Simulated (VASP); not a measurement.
# TaN (P-6m2) in VASP: notebook

The runs below take TaN through relaxation of cell and atoms, with PBE+U.

Program: VASP 6.6.1. These are calculated values, not measurements. Logs are shortened: lines on timing, memory, paths and dates and some standing lists are left out, and cuts for length are marked.

### Step 1. The cell of the first run

The structure is hexagonal, space group P-6m2 (No. 187). The conventional cell has a = 2.938 Å, b = 2.938 Å, c = 2.883 Å, α = 90.00°, β = 90.00°, γ = 120.00°. Ta (site symmetry -6m2) has 6 N at 2.23 Å and 2 Ta at 2.88 Å within 2.9 Å. Within 2.9 Å of N (site symmetry -6m2) lie 6 Ta at 2.23 Å and 2 N at 2.88 Å.

### Step 2. Relaxation of cell and atoms, PBE+U

Contents of INCAR:

```
SYSTEM = TaN
PREC = Accurate
ENCUT = 600
EDIFF = 1E-7
ISMEAR = -1
SIGMA = 0.05
LREAL = .False.
LASPH = .True.
NELM = 150
ALGO = Normal
ISIF = 3
LWAVE = .False.
LCHARG = .False.
LMAXMIX = 4
LDAU = .True.
LDAUTYPE = 2
LDAUL = 2 -1
LDAUU = 1 0
LDAUJ = 0 0
LDAUPRINT = 1
GGA = PE
IBRION = 2
NSW = 60
EDIFFG = -0.01
```

Contents of KPOINTS:

```
regular mesh
0
Gamma
  10 10 9
  0 0 0
```

Contents of POSCAR:

```
TaN
1.0
    2.9380011100      0.0000000000      0.0000000000
   -1.4690005500      2.5443836000      0.0000000000
    0.0000000000      0.0000000000      2.8830022100
Ta N
1 1
Direct
    0.3333333333      0.6666666667      0.5000000000
    0.0000000000      0.0000000000      0.0000000000
```

Potentials or basis: VASP PAW PBE potentials, release 64 (Ta_pv, N).

Started as:

```console
$ cat potpaw_PBE.64/Ta_pv/POTCAR potpaw_PBE.64/N/POTCAR > POTCAR
$ mpirun -np 1 vasp_std > vasp.out
```

OUTCAR:

```text
SYSTEM = TaN
   PREC = Accurate
   ENCUT = 600
   EDIFF = 1E-7
   ISMEAR = -1
   LREAL = .False.
   LASPH = .True.
   NELM = 150
   ISIF = 3
   GGA = PE
   IBRION = 2
   NSW = 60
   EDIFFG = -0.01

 ion  position               nearest neighbor table
   1  0.333  0.667  0.500-   2 2.23   2 2.23   2 2.23   2 2.23   2 2.23   2 2.23
   2  0.000  0.000  0.000-   1 2.23   1 2.23   1 2.23   1 2.23   1 2.23   1 2.23

  LATTYP: Found a hexagonal cell.
 ALAT       =     2.9380011100
 C/A-ratio  =     0.9812801636

  Lattice vectors:

 A1 = (   2.9380011100,   0.0000000000,   0.0000000000)
 A2 = (  -1.4690005500,   2.5443836000,   0.0000000000)
 A3 = (   0.0000000000,   0.0000000000,   2.8830022100)

Analysis of symmetry for initial positions (statically):
=====================================================================
 Subroutine PRICEL returns:
 Original cell was already a primitive cell.

 Routine SETGRP: Setting up the symmetry group for a
 hexagonal supercell.

 Subroutine GETGRP returns: Found 12 space group operations
 (whereof 12 operations were pure point group operations)
 out of a pool of 24 trial point group operations.

The static configuration has the point symmetry D_3h.

Analysis of symmetry for dynamics (positions and initial velocities):
=====================================================================
 Subroutine PRICEL returns:
 Original cell was already a primitive cell.

 Routine SETGRP: Setting up the symmetry group for a
 hexagonal supercell.

 Subroutine GETGRP returns: Found 12 space group operations
 (whereof 12 operations were pure point group operations)
 out of a pool of 24 trial point group operations.

The dynamic configuration has the point symmetry D_3h.

 Subroutine INISYM returns: Found 12 space group operations
 (whereof 12 operations are pure point group operations),
 and found     1 'primitive' translations

----------------------------------------------------------------------------------------

                                     Primitive cell
[... 152 lines left out ...]
  Total        1.0586559      1.0586559      1.2773509      0.0000000      0.0000000      0.0000000
  in kB       78.7020197     78.7020199     94.9601242      0.0000002      0.0000000      0.0000000
  external PRESSURE =      84.1213880 kB  Pullay stress =       0.0000000 kB
[... 125 lines left out ...]
  FREE ENERGIE OF THE ION-ELECTRON SYSTEM (eV)
  ---------------------------------------------------
  free  energy   TOTEN  =       -21.5392755089 eV

  energy  without entropy=      -21.5389589855  energy(sigma->0) =      -21.53911725

atom =   1  type =  1  l = 2

 onsite density matrix

spin component  1

  0.2630  0.0000 -0.0000  0.0000 -0.0000
  0.0000  0.1861  0.0000  0.0000 -0.0000
 -0.0000  0.0000  0.3049  0.0000  0.0000
  0.0000  0.0000  0.0000  0.1861 -0.0000
 -0.0000 -0.0000  0.0000 -0.0000  0.2630

spin component  2

  0.2630  0.0000 -0.0000  0.0000 -0.0000
  0.0000  0.1861  0.0000  0.0000 -0.0000
 -0.0000  0.0000  0.3049  0.0000  0.0000
  0.0000  0.0000  0.0000  0.1861 -0.0000
 -0.0000 -0.0000  0.0000 -0.0000  0.2630

 occupancies and eigenvectors

  o =  0.1861  v =  0.0000  0.5330 -0.0000 -0.8461 -0.0000  0.0000  0.0000  0.0000  0.0000  0.0000      0.0000  0.0000  0.0000  0.0000  0.0000  0.0000  0.0000  0.0000  0.0000  0.0000
  o =  0.1861  v =  0.0000  0.0000  0.0000  0.0000  0.0000  0.0000  0.5330 -0.0000 -0.8461 -0.0000      0.0000  0.0000  0.0000  0.0000  0.0000  0.0000  0.0000  0.0000  0.0000  0.0000
  o =  0.1861  v =  0.0000 -0.8461  0.0000 -0.5330  0.0000  0.0000  0.0000  0.0000  0.0000  0.0000      0.0000  0.0000  0.0000  0.0000  0.0000  0.0000  0.0000  0.0000  0.0000  0.0000
  o =  0.1861  v =  0.0000  0.0000  0.0000  0.0000  0.0000  0.0000 -0.8461  0.0000 -0.5330  0.0000      0.0000  0.0000  0.0000  0.0000  0.0000  0.0000  0.0000  0.0000  0.0000  0.0000
  o =  0.2630  v =  0.0000  0.0000  0.0000  0.0000  0.0000  0.4414  0.0000  0.0000  0.0000  0.8973      0.0000  0.0000  0.0000  0.0000  0.0000  0.0000  0.0000  0.0000  0.0000  0.0000
  o =  0.2630  v =  0.4414  0.0000  0.0000  0.0000  0.8973  0.0000  0.0000  0.0000  0.0000  0.0000      0.0000  0.0000  0.0000  0.0000  0.0000  0.0000  0.0000  0.0000  0.0000  0.0000
  o =  0.2630  v =  0.0000  0.0000  0.0000  0.0000  0.0000 -0.8973  0.0000 -0.0000  0.0000  0.4414      0.0000  0.0000  0.0000  0.0000  0.0000  0.0000  0.0000  0.0000  0.0000  0.0000
  o =  0.2630  v = -0.8973  0.0000 -0.0000  0.0000  0.4414  0.0000  0.0000  0.0000  0.0000  0.0000      0.0000  0.0000  0.0000  0.0000  0.0000  0.0000  0.0000  0.0000  0.0000  0.0000
  o =  0.3049  v =  0.0000  0.0000  0.0000  0.0000  0.0000 -0.0000  0.0000  1.0000  0.0000  0.0000      0.0000  0.0000  0.0000  0.0000  0.0000  0.0000  0.0000  0.0000  0.0000  0.0000
  o =  0.3049  v = -0.0000  0.0000  1.0000  0.0000  0.0000  0.0000  0.0000  0.0000  0.0000  0.0000      0.0000  0.0000  0.0000  0.0000  0.0000  0.0000  0.0000  0.0000  0.0000  0.0000

--------------------------------------- Ionic step        5  -------------------------------------------

 number of electron      16.0000001 magnetization

 Free energy of the ion-electron system (eV)
  ---------------------------------------------------
  ext. energy  EPLUGINS =         0.00000000
  ---------------------------------------------------
  free energy    TOTEN  =       -21.53927811 eV

  energy without entropy =      -21.53896068  energy(sigma->0) =      -21.53911939

 E-fermi :   8.2201     XC(G=0): -13.2180

 val. band max:        8.0984469347   @ k =   0.0000   0.0000   0.4444
 cond. band min:       8.3951642841   @ k =   0.0000   0.0000   0.3333
 fundamental gap:      0.2967173494
 Fermi energy:         8.2200922735

 k-point     1 :       0.0000    0.0000    0.0000
  band No.  band energies     occupation
      1     -27.0025      2.00000
      2     -26.7487      2.00000
      3     -26.7487      2.00000
      4      -9.5431      2.00000
      5       3.6564      2.00000
      6       3.6564      2.00000
      7       4.0025      2.00000
      8       5.1638      2.00000
      9      10.0707      0.00000
     10      11.5953      0.00000
     11      11.5953      0.00000
     12      12.1090      0.00000
[... 331 lines left out ...]
 k-point    24 :       0.4000    0.1000    0.1111
  band No.  band energies     occupation
      1     -27.6256      2.00000
      2     -27.0048      2.00000
      3     -26.9628      2.00000
      4      -7.3238      2.00000
      5       0.1687      2.00000
      6       2.8379      2.00000
      7       3.9894      2.00000
      8       5.9057      2.00000
      9      10.6769      0.00000
     10      11.6467      0.00000
     11      12.5232      0.00000
     12      13.7879      0.00000

 [... further k-points ...]
[... 5 lines left out ...]
  --------------------------------------------------------------------------------------
  -------------------------------------------------------------------------------------
  Total       -0.0111612     -0.0111612      0.0172072     -0.0000000     -0.0000000      0.0000000
  in kB       -0.8101226     -0.8101226      1.2489708     -0.0000000     -0.0000000      0.0000000
  external PRESSURE =      -0.1237581 kB  Pullay stress =       0.0000000 kB
[... 17 lines left out ...]
  FREE ENERGIE OF THE ION-ELECTRON SYSTEM (eV)
  ---------------------------------------------------
  free  energy   TOTEN  =       -21.5392781064 eV

  energy  without entropy=      -21.5389606782  energy(sigma->0) =      -21.53911939

 reached required accuracy - stopping structural energy minimisation
```

OSZICAR:

```text
N       E                     dE             d eps       ncg     rms          rms(c)
DAV:   1     0.100594392178E+03    0.10059E+03   -0.10117E+04  1680   0.157E+03
DAV:   2    -0.198846925526E+02   -0.12048E+03   -0.11383E+03  1896   0.374E+02
DAV:   3    -0.241260382509E+02   -0.42413E+01   -0.41723E+01  2056   0.655E+01
[... 40 lines left out ...]
       N       E                     dE             d eps       ncg     rms          rms(c)
DAV:   1    -0.215393120632E+02   -0.36579E-04   -0.19619E-03  1684   0.445E-01    0.317E-02
DAV:   2    -0.215392873950E+02    0.24668E-04   -0.34184E-05  1968   0.603E-02    0.173E-02
DAV:   3    -0.215392781666E+02    0.92284E-05   -0.15553E-05  2052   0.348E-02    0.594E-03
DAV:   4    -0.215392781064E+02    0.60180E-07   -0.62079E-07  1884   0.751E-03
   5 F= -.21539278E+02 E0= -.21539119E+02  d E =-.259747E-05
```

Wall time 43 s (1 thread of Intel Xeon Platinum 8259CL at 2.50GHz (Skylake/Cascade Lake), shared host); peak memory 0.17 GiB.

Results:

| Quantity | Value |
| --- | --- |
| Free energy | -21.5393 eV |
| Relaxed volume | 11.04 Å³/atom |
| Relaxed cell | a = 2.961 Å, b = 2.961 Å, c = 2.908 Å, α = 90.00°, β = 90.00°, γ = 120.00° |
| Space group after relaxing (to 0.05 Å) | P-6m2 (No. 187) |
| Energy gained by relaxing | 6.7 meV/atom |
| Ionic steps | 5 |
| Pressure after relaxing | 0.0 GPa |
| Band gap on the k mesh | zero (band 8 reaches 8.40 eV, above the bottom of band 9 at 8.10 eV) |

The path:
```csv
step,energy change (eV),largest force (eV/Å),pressure (GPa),volume (Å³)
1,0.0000,0.0000,8.41,21.55
2,0.0588,0.0000,-16.81,23.36
3,-0.0134,0.0000,-0.15,22.08
4,-0.0134,0.0000,0.01,22.07
5,-0.0134,0.0000,-0.01,22.07
```

Final structure:
```
Ta N
1.0
     2.96080    0.00000    0.00000
    -1.48040    2.56413    0.00000
     0.00000    0.00000    2.90750
Ta N
1 1
Direct
  0.33333 0.66667 0.50000
  0.00000 0.00000 0.00000
```

Levels at points of the mesh, in eV from the Fermi level:
```csv
k point,band 4,band 5,band 6,band 7,band 8,band 9,band 10,band 11,band 12
"(0.00, 0.00, 0.00)",-17.76,-4.56,-4.56,-4.22,-3.06,1.85,3.38,3.38,3.89
"(0.50, 0.00, 0.00)",-15.55,-8.31,-5.17,-3.48,-3.28,2.93,3.79,5.02,5.07
```

Eigenvalues of the final occupation matrices:
| site | spin | trace | eigenvalues |
| --- | --- | --- | --- |
| site 1 d | 1 | 1.20 | 0.19 0.19 0.26 0.26 0.30 |
| site 1 d | 2 | 1.20 | 0.19 0.19 0.26 0.26 0.30 |

Caveat: spin-orbit coupling is left out, which moves the levels of the heavy elements; U without spin polarisation on a metal has little footing. Zero-point motion and thermal expansion aren't in these numbers.

### Step 3. Relaxation of cell and atoms, PBE+U

Contents of INCAR:

```
SYSTEM = TaN
PREC = Accurate ; ENCUT = 600
EDIFF = 1E-7 ; ISMEAR = -1
SIGMA = 0.05 ; LREAL = .FALSE.
LASPH = .TRUE. ; NELM = 150
ALGO = Normal ; ISIF = 3
LWAVE = .FALSE. ; LCHARG = .FALSE.
LMAXMIX = 4 ; LDAU = .TRUE.
LDAUTYPE = 2 ; LDAUL = 2 -1
LDAUU = 2 0 ; LDAUJ = 0 0
LDAUPRINT = 1 ; GGA = PE
IBRION = 2 ; NSW = 60
EDIFFG = -0.01
```

Contents of KPOINTS:

```
Automatic mesh
0
G
  10 10 9
  0 0 0
```

POSCAR is that of step 2.

Potentials or basis: VASP PAW PBE potentials, release 64 (Ta_pv, N).

Started as:

```console
$ cat potpaw_PBE.64/Ta_pv/POTCAR potpaw_PBE.64/N/POTCAR > POTCAR
$ mpirun -np 1 vasp_std > vasp.out
```

OUTCAR:

```text
SYSTEM = TaN
   PREC = Accurate
   ENCUT = 600
   EDIFF = 1E-7
   ISMEAR = -1
   LREAL = .FALSE.
   LASPH = .TRUE.
   NELM = 150
   ISIF = 3
   GGA = PE
   IBRION = 2
   NSW = 60
   EDIFFG = -0.01

 ion  position               nearest neighbor table
   1  0.333  0.667  0.500-   2 2.23   2 2.23   2 2.23   2 2.23   2 2.23   2 2.23
   2  0.000  0.000  0.000-   1 2.23   1 2.23   1 2.23   1 2.23   1 2.23   1 2.23

  LATTYP: Found a hexagonal cell.
 ALAT       =     2.9380011100
 C/A-ratio  =     0.9812801636

  Lattice vectors:

 A1 = (   2.9380011100,   0.0000000000,   0.0000000000)
 A2 = (  -1.4690005500,   2.5443836000,   0.0000000000)
 A3 = (   0.0000000000,   0.0000000000,   2.8830022100)

Analysis of symmetry for initial positions (statically):
=====================================================================
 Subroutine PRICEL returns:
 Original cell was already a primitive cell.

 Routine SETGRP: Setting up the symmetry group for a
 hexagonal supercell.

 Subroutine GETGRP returns: Found 12 space group operations
 (whereof 12 operations were pure point group operations)
 out of a pool of 24 trial point group operations.

The static configuration has the point symmetry D_3h.
[... 377 lines left out ...]
  o =  0.3021  v = -0.0000 -0.0000  1.0000  0.0000  0.0000  0.0000  0.0000  0.0000  0.0000  0.0000      0.0000  0.0000  0.0000  0.0000  0.0000  0.0000  0.0000  0.0000  0.0000  0.0000

--------------------------------------- Ionic step       10  -------------------------------------------

 number of electron      16.0000001 magnetization

 Free energy of the ion-electron system (eV)
  ---------------------------------------------------
  ext. energy  EPLUGINS =         0.00000000
  ---------------------------------------------------
  free energy    TOTEN  =       -20.64375264 eV

  energy without entropy =      -20.64343902  energy(sigma->0) =      -20.64359583

 E-fermi :   8.2836     XC(G=0): -13.1725

 val. band max:        8.1626474755   @ k =   0.0000   0.0000   0.4444
 cond. band min:       8.4674012022   @ k =   0.0000   0.0000   0.3333
 fundamental gap:      0.3047537267
 Fermi energy:         8.2835996683

 k-point     1 :       0.0000    0.0000    0.0000
  band No.  band energies     occupation
      1     -27.2134      2.00000
      2     -26.9641      2.00000
      3     -26.9641      2.00000
      4      -9.5158      2.00000
      5       3.7122      2.00000
      6       3.7122      2.00000
      7       4.0482      2.00000
      8       5.1416      2.00000
      9       9.9429      0.00000
     10      11.5825      0.00000
     11      11.5825      0.00000
     12      12.2114      0.00000
[... 331 lines left out ...]
 k-point    24 :       0.4000    0.1000    0.1111
  band No.  band energies     occupation
      1     -27.8084      2.00000
      2     -27.2111      2.00000
      3     -27.1754      2.00000
      4      -7.3092      2.00000
      5       0.1884      2.00000
      6       2.8972      2.00000
      7       4.0039      2.00000
      8       5.9481      2.00000
      9      10.7234      0.00000
     10      11.6684      0.00000
     11      12.5180      0.00000
     12      13.7903      0.00000

 [... further k-points ...]
[... 5 lines left out ...]
  --------------------------------------------------------------------------------------
  -------------------------------------------------------------------------------------
  Total        0.0011792      0.0011792      0.0015094      0.0000000      0.0000000      0.0000000
  in kB        0.0848229      0.0848229      0.1085779      0.0000000      0.0000000      0.0000000
  external PRESSURE =       0.0927412 kB  Pullay stress =       0.0000000 kB
[... 17 lines left out ...]
  FREE ENERGIE OF THE ION-ELECTRON SYSTEM (eV)
  ---------------------------------------------------
  free  energy   TOTEN  =       -20.6437526368 eV

  energy  without entropy=      -20.6434390180  energy(sigma->0) =      -20.64359583

 reached required accuracy - stopping structural energy minimisation
```

OSZICAR:

```text
N       E                     dE             d eps       ncg     rms          rms(c)
DAV:   1     0.101429742711E+03    0.10143E+03   -0.10115E+04  1680   0.157E+03
DAV:   2    -0.190925241407E+02   -0.12052E+03   -0.11389E+03  1896   0.374E+02
DAV:   3    -0.233354861300E+02   -0.42430E+01   -0.41751E+01  2072   0.655E+01
[... 80 lines left out ...]
DAV:   2    -0.206437645371E+02    0.48371E-04   -0.66174E-05  1704   0.935E-02    0.351E-02
DAV:   3    -0.206437516197E+02    0.12917E-04   -0.40115E-05  1820   0.724E-02    0.705E-03
DAV:   4    -0.206437520148E+02   -0.39511E-06   -0.48029E-07  2012   0.834E-03    0.423E-03
DAV:   5    -0.206437525720E+02   -0.55719E-06   -0.15216E-07  1472   0.362E-03    0.721E-04
DAV:   6    -0.206437526368E+02   -0.64801E-07   -0.12817E-08   840   0.105E-03
  10 F= -.20643753E+02 E0= -.20643596E+02  d E =-.740091E-05
```

Run time: 66 s. Hardware: 1 thread of Intel Xeon Platinum 8259CL at 2.50GHz (Skylake/Cascade Lake), shared host; peak memory 0.16 GiB.

What came out:

- Free energy: -20.6438 eV
- Relaxed volume: 11.14 Å³/atom
- Relaxed cell: a = 2.969 Å, b = 2.969 Å, c = 2.917 Å, α = 90.00°, β = 90.00°, γ = 120.00°
- Space group after relaxing (to 0.05 Å): P-6m2 (No. 187)
- Energy gained by relaxing: 12.7 meV/atom
- Ionic steps: 10
- Pressure after relaxing: 0.0 GPa
- Band gap on the k mesh: zero (band 8 reaches 8.47 eV, above the bottom of band 9 at 8.16 eV)

The path:
```csv
step,energy change (eV),largest force (eV/Å),pressure (GPa),volume (Å³)
1,0.0000,0.0000,11.62,21.55
2,0.1071,0.0000,-21.65,24.08
3,-0.0254,0.0000,-0.29,22.29
4,-0.0254,0.0000,0.00,22.27
5,-0.0254,0.0000,0.22,22.26
6,-0.0255,0.0000,0.18,22.26
7,-0.0255,0.0000,0.18,22.26
8,-0.0255,0.0000,0.19,22.26
9,-0.0255,0.0000,-0.31,22.29
10,-0.0255,0.0000,0.01,22.27
```

Final structure:
```
Ta N
1.0
     2.96926    0.00000    0.00000
    -1.48463    2.57145    0.00000
     0.00000    0.00000    2.91704
Ta N
1 1
Direct
  0.33333 0.66667 0.50000
  0.00000 0.00000 0.00000
```

Levels at points of the mesh, in eV from the Fermi level:
| k point | band 4 | band 5 | band 6 | band 7 | band 8 | band 9 | band 10 | band 11 | band 12 |
| --- | --- | --- | --- | --- | --- | --- | --- | --- | --- |
| (0.00, 0.00, 0.00) | -17.80 | -4.57 | -4.57 | -4.24 | -3.14 | 1.66 | 3.30 | 3.30 | 3.93 |
| (0.50, 0.00, 0.00) | -15.60 | -8.37 | -5.15 | -3.49 | -3.35 | 2.98 | 3.71 | 4.97 | 5.02 |

Eigenvalues of the final occupation matrices:
| site | spin | trace | eigenvalues |
| --- | --- | --- | --- |
| site 1 d | 1 | 1.18 | 0.18 0.18 0.26 0.26 0.30 |
| site 1 d | 2 | 1.18 | 0.18 0.18 0.26 0.26 0.30 |

Caveat: spin-orbit coupling is left out, which moves the levels of the heavy elements; U without spin polarisation on a metal has little footing.
